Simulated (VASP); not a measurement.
# CoBi (Pm-3m) in VASP: single point with r2SCAN

Aim: the single point of CoBi with r2SCAN.

Program: VASP 6.6.1. These are calculated values, not measurements. Logs are shortened: lines on timing, memory, paths and dates and some standing lists are left out, and cuts for length are marked.

**1. The cell of the first run**

The structure is cubic, space group Pm-3m (No. 221). The conventional cell has a = 3.473 Å, b = 3.473 Å, c = 3.473 Å, α = 90.00°, β = 90.00°, γ = 90.00°. Co (site symmetry m-3m) has 8 Bi at 3.01 Å and 6 Co at 3.47 Å within 4.0 Å. Within 4.0 Å of Bi (site symmetry m-3m) lie 8 Co at 3.01 Å and 6 Bi at 3.47 Å.

**2. Single point, r2SCAN, collinear spin, ferromagnetic start**

File POSCAR:

```
CoBi
1.0
    3.4729220790      0.0000000000      0.0000000000
    0.0000000000      3.4729220790      0.0000000000
    0.0000000000      0.0000000000      3.4729220790
Co Bi
1 1
Direct
    0.0000000000      0.0000000000      0.0000000000
    0.5000000000      0.5000000000      0.5000000000
```

File INCAR.step1:

```
PREC = Accurate ; ENCUT = 660
ISMEAR = 0 ; SIGMA = 0.1
LREAL = F ; LASPH = T
NELM = 200 ; ISPIN = 2
MAGMOM = 3 0 ; LMAXMIX = 4
NBANDS = 23 ; GGA = PE
ALGO = Normal ; EDIFF = 1E-5
LWAVE = T ; LCHARG = F
GGA_COMPAT = F
```

File INCAR.step2:

```
PREC = Accurate ; ENCUT = 660
EDIFF = 1E-6 ; ISMEAR = 0
SIGMA = 0.1 ; LREAL = F
LASPH = T ; NELM = 200
ALGO = Normal ; ISIF = 2
LWAVE = F ; LCHARG = F
ISPIN = 2 ; MAGMOM = 3 0
LORBIT = 11 ; LMAXMIX = 4
METAGGA = R2SCAN ; LMIXTAU = T
NBANDS = 23 ; ISTART = 1
GGA_COMPAT = F
```

File KPOINTS:

```
Automatic mesh
0
Gamma
  6 6 6
```

Potentials or basis: VASP PAW PBE potentials, release 64 (Co, Bi_d).

Run with:

```console
$ cat potpaw_PBE.64/Co/POTCAR potpaw_PBE.64/Bi_d/POTCAR > POTCAR
$ cp INCAR.step1 INCAR
$ mpirun -np 1 vasp_std > vasp.out
$ cp INCAR.step2 INCAR
$ mpirun -np 1 vasp_std > vasp.out
```

OUTCAR:

```text
PREC = Accurate
   ENCUT = 660
   EDIFF = 1E-6
   ISMEAR = 0
   LREAL = F
   LASPH = T
   NELM = 200
   ISIF = 2
   ISPIN = 2
   LORBIT = 11
   METAGGA = R2SCAN
   ISTART = 1

 ion  position               nearest neighbor table
   1  0.000  0.000  0.000-   2 3.01   2 3.01   2 3.01   2 3.01   2 3.01   2 3.01   2 3.01   2 3.01

   2  0.500  0.500  0.500-   1 3.01   1 3.01   1 3.01   1 3.01   1 3.01   1 3.01   1 3.01   1 3.01

  LATTYP: Found a simple cubic cell.
 ALAT       =     3.4729220790

  Lattice vectors:

 A1 = (   3.4729220790,   0.0000000000,   0.0000000000)
 A2 = (   0.0000000000,   3.4729220790,   0.0000000000)
 A3 = (   0.0000000000,   0.0000000000,   3.4729220790)

Analysis of symmetry for initial positions (statically):
=====================================================================
 Subroutine PRICEL returns:
 Original cell was already a primitive cell.

 Routine SETGRP: Setting up the symmetry group for a
 simple cubic supercell.

 Subroutine GETGRP returns: Found 48 space group operations
 (whereof 48 operations were pure point group operations)
 out of a pool of 48 trial point group operations.

The static configuration has the point symmetry O_h .

Analysis of symmetry for dynamics (positions and initial velocities):
=====================================================================
 Subroutine PRICEL returns:
 Original cell was already a primitive cell.

 Routine SETGRP: Setting up the symmetry group for a
 simple cubic supercell.

 Subroutine GETGRP returns: Found 48 space group operations
 (whereof 48 operations were pure point group operations)
 out of a pool of 48 trial point group operations.

The dynamic configuration has the point symmetry O_h .

Analysis of structural, dynamic, and magnetic symmetry:
=====================================================================
 Subroutine PRICEL returns:
 Original cell was already a primitive cell.

 Routine SETGRP: Setting up the symmetry group for a
 simple cubic supercell.

 Subroutine GETGRP returns: Found 48 space group operations
 (whereof 48 operations were pure point group operations)
 out of a pool of 48 trial point group operations.

The overall configuration has the point symmetry O_h .

 Subroutine INISYM returns: Found 48 space group operations
 (whereof 48 operations are pure point group operations),
 and found     1 'primitive' translations

----------------------------------------------------------------------------------------

                                     Primitive cell

  volume of cell :      41.8876

  direct lattice vectors                    reciprocal lattice vectors
     3.472922079  0.000000000  0.000000000     0.287941963  0.000000000  0.000000000
     0.000000000  3.472922079  0.000000000     0.000000000  0.287941963  0.000000000
     0.000000000  0.000000000  3.472922079     0.000000000  0.000000000  0.287941963

  length of vectors
     3.472922079  3.472922079  3.472922079     0.287941963  0.287941963  0.287941963

  position of ions in fractional coordinates (direct lattice)
     0.000000000  0.000000000  0.000000000
     0.500000000  0.500000000  0.500000000

  ion indices of the primitive-cell ions
   primitive index   ion index
                 1           1
                 2           2

----------------------------------------------------------------------------------------

 KPOINTS: Automatic mesh

Automatic generation of k-mesh.
 Grid dimensions read from file:
 generate k-points for:    6    6    6

 Generating k-lattice:

  Cartesian coordinates                     Fractional coordinates (reciprocal lattice)
     0.047990327  0.000000000  0.000000000     0.166666667  0.000000000  0.000000000
     0.000000000  0.047990327  0.000000000     0.000000000  0.166666667  0.000000000
     0.000000000  0.000000000  0.047990327     0.000000000  0.000000000  0.166666667

  Length of vectors
     0.047990327  0.047990327  0.047990327

  Shift w.r.t. Gamma in fractional coordinates (k-lattice)
     0.000000000  0.000000000  0.000000000

 Subroutine IBZKPT returns following result:
 ===========================================

 Found     20 irreducible k-points:

 Following reciprocal coordinates:
            Coordinates               Weight
  0.000000  0.000000  0.000000      1.000000
  0.166667  0.000000  0.000000      6.000000
  0.333333  0.000000  0.000000      6.000000
  0.500000  0.000000  0.000000      3.000000
  0.166667  0.166667  0.000000     12.000000
  0.333333  0.166667  0.000000     24.000000
[... 12 lines left out ...]
  0.500000  0.500000  0.333333      6.000000
  0.500000  0.500000  0.500000      1.000000
   k-points           NKPTS =     20   k-points in BZ     NKDIM =     20   number of bands    NBANDS=     23
   number of dos      NEDOS =    301   number of ions     NIONS =      2
   total plane-waves  NPLWV =  27000
   dimension x,y,z NGX =    30 NGY =   30 NGZ =   30
   dimension x,y,z NGXF=    60 NGYF=   60 NGZF=   60
   ions per type =               1   1
   NGX,Y,Z   is equivalent  to a cutoff of  14.36, 14.36, 14.36 a.u.
   NGXF,Y,Z  is equivalent  to a cutoff of  28.72, 28.72, 28.72 a.u.
 SYSTEM =  unknown system
   PREC   = accura    normal or accurate (medium, high low for compatibility)
   ISTART =      1    job   : 0-new  1-cont  2-samecut
   ICHARG =      0    charge: 1-file 2-atom 10-const
   ISPIN  =      2    spin polarized calculation?
   LNONCOLLINEAR =      F non collinear calculations
   LSORBIT =      F    spin-orbit coupling
   LASPH  =      T    aspherical Exc in radial PAW
   ENCUT  =  660.0 eV  48.51 Ry    6.96 a.u.   7.27  7.27  7.27*2*pi/ulx,y,z
   NELM   =    200;   NELMIN=  2; NELMDL=  0     # of ELM steps
   EDIFF  = 0.1E-05   stopping-criterion for ELM
   LREAL  =      F    real-space projection
   EDIFFG = 0.1E-04   stopping-criterion for IOM
   NSW    =      0    number of steps for IOM
   IBRION =     -1    ionic relax: 0-MD 1-quasi-New 2-CG
   NFREE  =      0    steps in history (QN), initial steepest desc. (CG)
   ISIF   =      2    stress and relaxation
   ISYM   =      2    0-nonsym 1-usesym 2-fastsym
   POTIM  = 0.5000    time-step for ionic-motion
   TEBEG  =    0.0;   TEEND  =   0.0 temperature during run
   PSTRESS=    0.0 pullay stress
   NELECT =      24.0000    total number of electrons
   NUPDOWN=      -1.0000    fix difference up-down
   EMIN   =  10.00;   EMAX   =-10.00  energy-range for DOS
   EFERMI =   0.00;   METHOD = LEGACY
   ISMEAR =     0;   SIGMA  =   0.10  broadening in eV -4-tet -1-fermi 0-gaus
   EFERMI_NEDOS =   21; number of points for ismear=-14 and -15
   IALGO  =     38    algorithm
   IMIX   =      4    mixing-type and parameters
     AMIX     =   0.40;   BMIX     =  1.00
     AMIX_MAG =   1.60;   BMIX_MAG =  1.00
  volume/ion in A,a.u.               =      20.94       141.34
  Fermi-wavevector in a.u.,A,eV,Ry     =   1.359722  2.569502 25.155058  1.848845
  Thomas-Fermi vector in A             =   2.486446
   LORBIT       =     11    0 simple, 1 ext, 2 COOP (PROOUT), +10 PAW based schemes
   METAGGA = R2SCAN    functional components
   LHFCALC =     F    Hartree Fock is set to
   AEXX    =    0.0000 exact exchange contribution
   IVDW    =     0    specifies the selected vdW correction
   LEPSILON=     F    determine dielectric tensor
   LRPA    =     F    only Hartree local field effects (RPA)
 spin polarized calculation
 Gauss-broadening in eV      SIGMA  =   0.10
  energy-cutoff  :      660.00
  volume of cell :       41.89
 maximum number of plane-waves:      1640
 NGX is ok and might be reduce to    30
   NGX = 15   NGY = 15   NGZ = 15

 number of electron      23.9999996 magnetization       1.6163619

 Free energy of the ion-electron system (eV)
  ---------------------------------------------------
  ext. energy  EPLUGINS =         0.00000000
  ---------------------------------------------------
  free energy    TOTEN  =       -70.31022822 eV

  energy without entropy =      -70.29742258  energy(sigma->0) =      -70.30382540

 E-fermi :   8.7397     XC(G=0): -12.1225

 val. band max:        8.7299522209   @ k =   0.5000   0.0000   0.0000
 cond. band min:       8.7592725875   @ k =   0.5000   0.1667   0.0000
 fundamental gap:      0.0293203666
 Fermi energy:         8.7397026813

 spin component 1

 k-point     1 :       0.0000    0.0000    0.0000
  band No.  band energies     occupation
      1     -14.9649      1.00000
      2     -14.9649      1.00000
      3     -14.7814      1.00000
      4     -14.7814      1.00000
      5     -14.7814      1.00000
      6      -5.1156      1.00000
[... 15 lines left out ...]
     22      23.5755      0.00000
     23      23.5755      0.00000
[... 470 lines left out ...]
  band No.  band energies     occupation
      1     -14.8924      1.00000
      2     -14.8924      1.00000
      3     -14.8924      1.00000
      4     -14.6970      1.00000
      5     -14.6970      1.00000
      6      -0.2984      1.00000
[... 15 lines left out ...]
     22      31.3595      0.00000
     23      31.3595      0.00000
 Fermi energy:         8.7397026813

 spin component 2

 k-point     1 :       0.0000    0.0000    0.0000
  band No.  band energies     occupation
      1     -14.9674      1.00000
      2     -14.9674      1.00000
      3     -14.7842      1.00000
      4     -14.7842      1.00000
      5     -14.7842      1.00000
      6      -5.1783      1.00000
[... 15 lines left out ...]
     22      23.5413      0.00000
     23      23.5414      0.00000
[... 471 lines left out ...]
      1     -14.8980      1.00000
      2     -14.8980      1.00000
      3     -14.8980      1.00000
      4     -14.6977      1.00000
      5     -14.6977      1.00000
      6      -0.3041      1.00000
[... 15 lines left out ...]
     22      31.3035      0.00000
     23      31.3035      0.00000

------------------------ aborting loop because EDIFF is reached ----------------------------------------

  FORCE on cell =-STRESS in cart. coord.  units (eV):
  Direction    XX          YY          ZZ          XY          YZ          ZX
  --------------------------------------------------------------------------------------
  -------------------------------------------------------------------------------------
  Total       -0.8820253     -0.8820253     -0.8820253     -0.0000000     -0.0000000     -0.0000000
  in kB      -33.7370038    -33.7370038    -33.7370038     -0.0000000     -0.0000000     -0.0000000
  external PRESSURE =     -33.7370038 kB  Pullay stress =       0.0000000 kB

 VOLUME and BASIS-vectors are now :
 -----------------------------------------------------------------------------
  energy-cutoff  :      660.00
  volume of cell :       41.89
      direct lattice vectors                 reciprocal lattice vectors
     3.472922079  0.000000000  0.000000000     0.287941963  0.000000000  0.000000000
     0.000000000  3.472922079  0.000000000     0.000000000  0.287941963  0.000000000
     0.000000000  0.000000000  3.472922079     0.000000000  0.000000000  0.287941963

 POSITION                                       TOTAL-FORCE (eV/Angst)
 -----------------------------------------------------------------------------------
      0.00000      0.00000      0.00000         0.000000      0.000000      0.000000
      1.73646      1.73646      1.73646         0.000000      0.000000      0.000000
 -----------------------------------------------------------------------------------
    total drift:                                0.000000      0.000000      0.000000

  FREE ENERGIE OF THE ION-ELECTRON SYSTEM (eV)
  ---------------------------------------------------
  free  energy   TOTEN  =       -70.3102282184 eV

  energy  without entropy=      -70.2974225836  energy(sigma->0) =      -70.30382540

 total charge

# of ion       s       p       d       tot
------------------------------------------
    1        0.340   0.245   7.289   7.873
    2        1.499   1.336   9.943  12.778
--------------------------------------------------
tot          1.839   1.581  17.232  20.651

 magnetization (x)

# of ion       s       p       d       tot
------------------------------------------
    1        0.021   0.005   1.673   1.698
    2        0.008  -0.020  -0.012  -0.024
--------------------------------------------------
tot          0.029  -0.016   1.661   1.675
```

It took 7.2 min on 1 thread of Intel Xeon 8259CL, shared host; peak memory 0.22 GiB.

What came out:

```
Free energy                                           : -70.3102 eV
Pressure                                              : -3.4 GPa
Net moment                                            : 1.62 μB per cell
Site moments                                          : Co +1.70; Bi -0.02 μB
Valence electrons inside the program's atomic spheres : Co 7.87; Bi 12.78
```

Caveat: the cell stands under tension; the PAW data sets were made with another functional, which shifts forces and pressure a little; spin-orbit coupling is left out, which moves the levels of the heavy elements.
